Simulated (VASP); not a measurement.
# Ta (Im-3m) in VASP: further runs

Runs on Ta. Level: BLYP. Tasks: single point.

Program: VASP 6.6.1. These are calculated values, not measurements. Logs are shortened: lines on timing, memory, paths and dates and some standing lists are left out, and cuts for length are marked.

## 1. The cell of the first run

It takes space group Im-3m (No. 229, cubic). Conventional cell: a = 3.443 Å, b = 3.443 Å, c = 3.443 Å, α = 90.00°, β = 90.00°, γ = 90.00°. Within 3.9 Å of Ta (site symmetry m-3m) lie 14 Ta at 2.98 to 3.44 Å.

## 2. Single point, BLYP (volume scaled by 1.08)

File INCAR:

```
SYSTEM = Ta
PREC = Accurate
ENCUT = 520
EDIFF = 1E-6
ISMEAR = -1
SIGMA = 0.1
LREAL = .False.
LASPH = .True.
NELM = 80
ALGO = Normal
ISIF = 2
LWAVE = .False.
LCHARG = .False.
GGA = B5
ALDAX = 1.0
AGGAX = 1.0
AGGAC = 1.0
ALDAC = 0.0
NBANDS = 12
```

File KPOINTS:

```
Automatic mesh
0
Gamma
  22 22 22
  0 0 0
```

File POSCAR:

```
Ta
1.0
   -1.7214370289      1.7214370289      1.7214370289
    1.7214370289     -1.7214370289      1.7214370289
    1.7214370289      1.7214370289     -1.7214370289
Ta
1
Direct
    0.0000000000      0.0000000000      0.0000000000
```

Potentials or basis: VASP PAW PBE potentials, release 64 (Ta_pv).

Launch:

```sh
$ cat potpaw_PBE.64/Ta_pv/POTCAR > POTCAR
$ mpirun -np 1 vasp_std > vasp.out
```

OUTCAR:

```text
SYSTEM = Ta
   PREC = Accurate
   ENCUT = 520
   EDIFF = 1E-6
   ISMEAR = -1
   LREAL = .False.
   LASPH = .True.
   NELM = 80
   ISIF = 2
   GGA = B5

 ion  position               nearest neighbor table
   1  0.000  0.000  0.000-

  LATTYP: Found a body centered cubic cell.
 ALAT       =     3.4428740578

  Lattice vectors:

 A1 = (  -1.7214370289,   1.7214370289,   1.7214370289)
 A2 = (   1.7214370289,  -1.7214370289,   1.7214370289)
 A3 = (   1.7214370289,   1.7214370289,  -1.7214370289)

Analysis of symmetry for initial positions (statically):
=====================================================================
 Subroutine PRICEL returns:
 Original cell was already a primitive cell.

 Routine SETGRP: Setting up the symmetry group for a
 body centered cubic supercell.

 Subroutine GETGRP returns: Found 48 space group operations
 (whereof 48 operations were pure point group operations)
 out of a pool of 48 trial point group operations.

The static configuration has the point symmetry O_h .

Analysis of symmetry for dynamics (positions and initial velocities):
=====================================================================
 Subroutine PRICEL returns:
 Original cell was already a primitive cell.

 Routine SETGRP: Setting up the symmetry group for a
 body centered cubic supercell.

 Subroutine GETGRP returns: Found 48 space group operations
 (whereof 48 operations were pure point group operations)
 out of a pool of 48 trial point group operations.

The dynamic configuration has the point symmetry O_h .

 Subroutine INISYM returns: Found 48 space group operations
 (whereof 48 operations are pure point group operations),
 and found     1 'primitive' translations

----------------------------------------------------------------------------------------

                                     Primitive cell

  volume of cell :      20.4049

  direct lattice vectors                    reciprocal lattice vectors
    -1.721437029  1.721437029  1.721437029     0.000000000  0.290455005  0.290455005
     1.721437029 -1.721437029  1.721437029     0.290455005  0.000000000  0.290455005
     1.721437029  1.721437029 -1.721437029     0.290455005  0.290455005  0.000000000

  length of vectors
     2.981616396  2.981616396  2.981616396     0.410765407  0.410765407  0.410765407

  position of ions in fractional coordinates (direct lattice)
[... 82 lines left out ...]
   NFREE  =      0    steps in history (QN), initial steepest desc. (CG)
   ISIF   =      2    stress and relaxation
   ISYM   =      2    0-nonsym 1-usesym 2-fastsym
   POTIM  = 0.5000    time-step for ionic-motion
   TEBEG  =    0.0;   TEEND  =   0.0 temperature during run
   PSTRESS=    0.0 pullay stress
   NELECT =      11.0000    total number of electrons
   NUPDOWN=      -1.0000    fix difference up-down
   EMIN   =  10.00;   EMAX   =-10.00  energy-range for DOS
   EFERMI =   0.00;   METHOD = LEGACY
   ISMEAR =    -1;   SIGMA  =   0.10  broadening in eV -4-tet -1-fermi 0-gaus
   EFERMI_NEDOS =   21; number of points for ismear=-14 and -15
   IALGO  =     38    algorithm
   IMIX   =      4    mixing-type and parameters
     AMIX     =   0.40;   BMIX     =  1.00
     AMIX_MAG =   1.60;   BMIX_MAG =  1.00
  volume/ion in A,a.u.               =      20.40       137.70
  Fermi-wavevector in a.u.,A,eV,Ry     =   1.332379  2.517832 24.153538  1.775235
  Thomas-Fermi vector in A             =   2.461319
   LORBIT       =      0    0 simple, 1 ext, 2 COOP (PROOUT), +10 PAW based schemes
   GGA     = B5    functional components
   LHFCALC =     F    Hartree Fock is set to
   AEXX    =    0.0000 exact exchange contribution
   IVDW    =     0    specifies the selected vdW correction
   LEPSILON=     F    determine dielectric tensor
   LRPA    =     F    only Hartree local field effects (RPA)
 non-spin polarized calculation
  energy-cutoff  :      520.00
  volume of cell :       20.40
 maximum number of plane-waves:       567
 NGX is ok and might be reduce to    24
   NGX = 11   NGY = 11   NGZ = 11

 number of electron      11.0000003 magnetization

 Free energy of the ion-electron system (eV)
  ---------------------------------------------------
  ext. energy  EPLUGINS =         0.00000000
  ---------------------------------------------------
  free energy    TOTEN  =       -10.26495088 eV

  energy without entropy =      -10.21383145  energy(sigma->0) =      -10.23939117

 E-fermi :   5.0930     XC(G=0): -11.3872

 val. band max:        5.0922308235   @ k =  -0.4091   0.4545   0.0909
 cond. band min:       5.1049754189   @ k =  -0.4091   0.4091   0.1818
 fundamental gap:      0.0127445955
 Fermi energy:         5.0930242710

 k-point     1 :       0.0000    0.0000    0.0000
  band No.  band energies     occupation
      1     -28.3363      2.00000
      2     -28.3363      2.00000
      3     -28.3363      2.00000
      4      -2.2087      2.00000
      5       5.6733      0.00602
      6       5.6733      0.00602
      7       5.6733      0.00602
      8       8.5357      0.00000
      9       8.5357      0.00000
     10      18.7524      0.00000
     11      19.6688      0.00000
     12      19.6688      0.00000
[... 331 lines left out ...]
 k-point    24 :       0.1364    0.0909    0.0000
  band No.  band energies     occupation
      1     -28.6131      2.00000
      2     -28.4104      2.00000
      3     -28.3573      2.00000
      4      -0.8050      2.00000
      5       5.0054      1.41223
      6       5.1342      0.79683
      7       7.1610      0.00000
      8       7.7753      0.00000
      9       8.7355      0.00000
     10      18.7468      0.00000
     11      20.4871      0.00000
     12      21.0013      0.00000

 [... further k-points ...]

------------------------ aborting loop because EDIFF is reached ----------------------------------------

  FORCE on cell =-STRESS in cart. coord.  units (eV):
  Direction    XX          YY          ZZ          XY          YZ          ZX
  --------------------------------------------------------------------------------------
  -------------------------------------------------------------------------------------
  Total       -1.4534821     -1.4534821     -1.4534821     -0.0000000     -0.0000000      0.0000000
  in kB     -114.1265972   -114.1265972   -114.1265972     -0.0000000     -0.0000000      0.0000000
  external PRESSURE =    -114.1265972 kB  Pullay stress =       0.0000000 kB

 VOLUME and BASIS-vectors are now :
 -----------------------------------------------------------------------------
  energy-cutoff  :      520.00
  volume of cell :       20.40
      direct lattice vectors                 reciprocal lattice vectors
    -1.721437029  1.721437029  1.721437029     0.000000000  0.290455005  0.290455005
     1.721437029 -1.721437029  1.721437029     0.290455005  0.000000000  0.290455005
     1.721437029  1.721437029 -1.721437029     0.290455005  0.290455005  0.000000000

 POSITION                                       TOTAL-FORCE (eV/Angst)
 -----------------------------------------------------------------------------------
      0.00000      0.00000      0.00000         0.000000     -0.000000      0.000000
 -----------------------------------------------------------------------------------
    total drift:                                0.000000      0.000000     -0.000000

  FREE ENERGIE OF THE ION-ELECTRON SYSTEM (eV)
  ---------------------------------------------------
  free  energy   TOTEN  =       -10.2649508780 eV

  energy  without entropy=      -10.2138314533  energy(sigma->0) =      -10.23939117
```

OSZICAR:

```text
N       E                     dE             d eps       ncg     rms          rms(c)
DAV:   1     0.623212805453E+02    0.62321E+02   -0.60364E+03  7888   0.854E+02
DAV:   2    -0.966685044312E+01   -0.71988E+02   -0.70196E+02  8836   0.241E+02
DAV:   3    -0.107617119280E+02   -0.10949E+01   -0.10785E+01  9604   0.280E+01
DAV:   4    -0.107653067316E+02   -0.35948E-02   -0.35943E-02  8748   0.176E+00
DAV:   5    -0.107653226449E+02   -0.15913E-04   -0.15914E-04  9552   0.109E-01    0.108E+01
DAV:   6    -0.103639032639E+02    0.40142E+00   -0.35248E-01  9364   0.624E+00    0.484E+00
DAV:   7    -0.102645663544E+02    0.99337E-01   -0.27518E-01  9152   0.501E+00    0.360E-01
DAV:   8    -0.102649484116E+02   -0.38206E-03   -0.10449E-02  8564   0.803E-01    0.126E-01
DAV:   9    -0.102649548775E+02   -0.64659E-05   -0.18731E-04  9480   0.139E-01    0.267E-02
DAV:  10    -0.102649506719E+02    0.42056E-05   -0.16606E-05  8632   0.394E-02    0.363E-03
DAV:  11    -0.102649508780E+02   -0.20609E-06   -0.32498E-07  5568   0.677E-03
   1 F= -.10264951E+02 E0= -.10239391E+02  d E =-.511194E-01
```

stdout:

```text
POSCAR found type information on POSCAR Ta
 POSCAR found :  1 types and       1 ions
 scaLAPACK will be used
 -----------------------------------------------------------------------------
|                                                                             |
|                                                                             |
|     You enforced a specific xc type in the INCAR file but a different       |
|     I HOPE YOU KNOW WHAT YOU ARE DOING!                                     |
|                                                                             |
 -----------------------------------------------------------------------------

 LDA part: xc-table for (Slater(with rela. corr.)+VWN5), standard interpolation
 POSCAR, INCAR and KPOINTS ok, starting setup
 FFT: planning ... GRIDC
 FFT: planning ... GRID_SOFT
 FFT: planning ... GRID
 WAVECAR not read
 entering main loop
```

It took 60 s on 1 thread of Intel Xeon 8259CL, shared host; peak memory 0.2 GiB.

What came out:

```
Free energy : -10.2650 eV
Pressure    : -11.4 GPa
```

Caveat: the PAW data sets were made with another functional, which shifts forces and pressure a little; spin-orbit coupling is left out, which moves the levels of the heavy elements.

## 3. Single point, BLYP (volume scaled by 1.12)

File INCAR:

```
PREC = Accurate ; ENCUT = 520
EDIFF = 1E-7 ; ISMEAR = -1
SIGMA = 0.1 ; LREAL = F
LASPH = T ; NELM = 100
ALGO = Normal ; ISIF = 2
LWAVE = F ; LCHARG = F
GGA = B5 ; ALDAX = 1.0
AGGAX = 1.0 ; AGGAC = 1.0
ALDAC = 0.0 ; NBANDS = 12
```

File KPOINTS:

```
Automatic mesh
0
Gamma
  22 22 22
```

File POSCAR:

```
Ta
1.0
   -1.7424322326      1.7424322326      1.7424322326
    1.7424322326     -1.7424322326      1.7424322326
    1.7424322326      1.7424322326     -1.7424322326
Ta
1
Direct
    0.0000000000      0.0000000000      0.0000000000
```

Potentials or basis: VASP PAW PBE potentials, release 64 (Ta_pv).

Launch:

```sh
$ cat potpaw_PBE.64/Ta_pv/POTCAR > POTCAR
$ mpirun -np 1 vasp_std > vasp.out
```

OUTCAR:

```text
PREC = Accurate
   ENCUT = 520
   EDIFF = 1E-7
   ISMEAR = -1
   LREAL = F
   LASPH = T
   NELM = 100
   ISIF = 2
   GGA = B5

 ion  position               nearest neighbor table
   1  0.000  0.000  0.000-

  LATTYP: Found a body centered cubic cell.
 ALAT       =     3.4848644652

  Lattice vectors:

 A1 = (  -1.7424322326,   1.7424322326,   1.7424322326)
 A2 = (   1.7424322326,  -1.7424322326,   1.7424322326)
 A3 = (   1.7424322326,   1.7424322326,  -1.7424322326)

Analysis of symmetry for initial positions (statically):
=====================================================================
 Subroutine PRICEL returns:
 Original cell was already a primitive cell.

 Routine SETGRP: Setting up the symmetry group for a
 body centered cubic supercell.

 Subroutine GETGRP returns: Found 48 space group operations
 (whereof 48 operations were pure point group operations)
 out of a pool of 48 trial point group operations.

The static configuration has the point symmetry O_h .

Analysis of symmetry for dynamics (positions and initial velocities):
=====================================================================
 Subroutine PRICEL returns:
 Original cell was already a primitive cell.

 Routine SETGRP: Setting up the symmetry group for a
 body centered cubic supercell.

 Subroutine GETGRP returns: Found 48 space group operations
 (whereof 48 operations were pure point group operations)
 out of a pool of 48 trial point group operations.

The dynamic configuration has the point symmetry O_h .

 Subroutine INISYM returns: Found 48 space group operations
 (whereof 48 operations are pure point group operations),
 and found     1 'primitive' translations

----------------------------------------------------------------------------------------

                                     Primitive cell

  volume of cell :      21.1606
[... 111 lines left out ...]
   LORBIT       =      0    0 simple, 1 ext, 2 COOP (PROOUT), +10 PAW based schemes
   GGA     = B5    functional components
   LHFCALC =     F    Hartree Fock is set to
   AEXX    =    0.0000 exact exchange contribution
   IVDW    =     0    specifies the selected vdW correction
   LEPSILON=     F    determine dielectric tensor
   LRPA    =     F    only Hartree local field effects (RPA)
 non-spin polarized calculation
  energy-cutoff  :      520.00
  volume of cell :       21.16
 maximum number of plane-waves:       586
   NGX = 11   NGY = 11   NGZ = 11

 number of electron      10.9999999 magnetization

 Free energy of the ion-electron system (eV)
  ---------------------------------------------------
  ext. energy  EPLUGINS =         0.00000000
  ---------------------------------------------------
  free energy    TOTEN  =       -10.20031707 eV

  energy without entropy =      -10.14720493  energy(sigma->0) =      -10.17376100

 E-fermi :   4.8258     XC(G=0): -11.2140

 val. band max:        4.8232652435   @ k =  -0.3182   0.4545   0.1364
 cond. band min:       4.8345771606   @ k =  -0.1818   0.1818   0.0455
 fundamental gap:      0.0113119171
 Fermi energy:         4.8257602649

 k-point     1 :       0.0000    0.0000    0.0000
  band No.  band energies     occupation
      1     -28.7350      2.00000
      2     -28.7350      2.00000
      3     -28.7350      2.00000
      4      -2.3369      2.00000
      5       5.3907      0.00702
      6       5.3907      0.00702
      7       5.3907      0.00702
      8       8.1369      0.00000
      9       8.1369      0.00000
     10      18.3624      0.00000
     11      19.2308      0.00000
     12      19.2308      0.00000
[... 331 lines left out ...]
 k-point    24 :       0.1364    0.0909    0.0000
  band No.  band energies     occupation
      1     -28.9783      2.00000
      2     -28.8005      2.00000
      3     -28.7533      2.00000
      4      -0.9841      2.00000
      5       4.7577      1.32757
      6       4.8817      0.72723
      7       6.8070      0.00000
      8       7.4190      0.00000
      9       8.3229      0.00000
     10      18.3580      0.00000
     11      19.9538      0.00000
     12      20.3831      0.00000

 [... further k-points ...]

------------------------ aborting loop because EDIFF is reached ----------------------------------------

  FORCE on cell =-STRESS in cart. coord.  units (eV):
  Direction    XX          YY          ZZ          XY          YZ          ZX
  --------------------------------------------------------------------------------------
  -------------------------------------------------------------------------------------
  Total       -2.0981887     -2.0981887     -2.0981887      0.0000000     -0.0000000      0.0000000
  in kB     -158.8647127   -158.8647127   -158.8647127      0.0000000     -0.0000000      0.0000000
  external PRESSURE =    -158.8647127 kB  Pullay stress =       0.0000000 kB

 VOLUME and BASIS-vectors are now :
 -----------------------------------------------------------------------------
  energy-cutoff  :      520.00
  volume of cell :       21.16
      direct lattice vectors                 reciprocal lattice vectors
    -1.742432233  1.742432233  1.742432233     0.000000000  0.286955206  0.286955206
     1.742432233 -1.742432233  1.742432233     0.286955206  0.000000000  0.286955206
     1.742432233  1.742432233 -1.742432233     0.286955206  0.286955206  0.000000000

 POSITION                                       TOTAL-FORCE (eV/Angst)
 -----------------------------------------------------------------------------------
      0.00000      0.00000      0.00000         0.000000     -0.000000      0.000000
 -----------------------------------------------------------------------------------
    total drift:                                0.000000      0.000000     -0.000000

  FREE ENERGIE OF THE ION-ELECTRON SYSTEM (eV)
  ---------------------------------------------------
  free  energy   TOTEN  =       -10.2003170725 eV

  energy  without entropy=      -10.1472049302  energy(sigma->0) =      -10.17376100
```

OSZICAR:

```text
N       E                     dE             d eps       ncg     rms          rms(c)
DAV:   1     0.623623095610E+02    0.62362E+02   -0.59934E+03  7888   0.846E+02
DAV:   2    -0.963073564167E+01   -0.71993E+02   -0.70218E+02  8788   0.239E+02
DAV:   3    -0.107275587372E+02   -0.10968E+01   -0.10794E+01  9416   0.277E+01
DAV:   4    -0.107314999192E+02   -0.39412E-02   -0.39390E-02  8836   0.183E+00
DAV:   5    -0.107315186398E+02   -0.18721E-04   -0.18719E-04  9532   0.119E-01    0.102E+01
DAV:   6    -0.103017699541E+02    0.42975E+00   -0.37996E-01  9312   0.643E+00    0.445E+00
DAV:   7    -0.101996311738E+02    0.10214E+00   -0.28506E-01  9324   0.503E+00    0.372E-01
DAV:   8    -0.102003004974E+02   -0.66932E-03   -0.12463E-02  8504   0.832E-01    0.122E-01
DAV:   9    -0.102003204871E+02   -0.19990E-04   -0.20213E-04  9540   0.141E-01    0.258E-02
DAV:  10    -0.102003168694E+02    0.36177E-05   -0.17194E-05  8672   0.391E-02    0.399E-03
DAV:  11    -0.102003171071E+02   -0.23769E-06   -0.36482E-07  9252   0.694E-03    0.122E-03
DAV:  12    -0.102003170725E+02    0.34606E-07   -0.69965E-08  5856   0.217E-03
   1 F= -.10200317E+02 E0= -.10173761E+02  d E =-.531121E-01
```

It took 79 s on 1 thread of Intel Xeon 8259CL, shared host; peak memory 0.2 GiB.

Results:

- Free energy: -10.2003 eV
- Pressure: -15.9 GPa

Caveat: the PAW data sets were made with another functional, which shifts forces and pressure a little; spin-orbit coupling is left out, which moves the levels of the heavy elements.
